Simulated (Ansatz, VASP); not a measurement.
# One calculation of Sr, two programs

```
CELL_PARAMETERS angstrom
4.30120 0.00000 0.00000
-2.15060 3.72495 0.00000
0.00000 0.00000 7.04456
ATOMIC_POSITIONS crystal
Sr 0.33333 0.66667 0.25000
Sr 0.66667 0.33333 0.75000
```

Alike in both runs: task relaxation of cell and atoms; functional PBE; dispersion D3(BJ); k mesh 12 × 12 × 6; occupations gaussian, width 0.1 eV; no spin polarisation.

|  | VASP | Ansatz |
| --- | --- | --- |
| version | VASP 6.6.1 | Ansatz 0.2.0 |
| potentials or method | VASP PAW PBE potentials, release 64 (Sr_sv), cutoff 600 eV | scalar-relativistic, plane waves, PAW |
| valence electrons in the cell | 20 | 20 |

Ansatz gave:

* gap on the k mesh at the Fermi level, each at its own relaxed structure (eV): none
* relaxed volume (Å³/atom): 52.54
* relaxed length of the cell vector where the two differ most in proportion (Å): 4.195

Question: Which values does VASP return?

Answer: gap on the k mesh at the Fermi level, each at its own relaxed structure (eV): none; relaxed volume (Å³/atom): 52.73; relaxed length of the cell vector where the two differ most in proportion (Å): 4.202.

A gap of «none» marks a metal or a gap that the smearing closes.
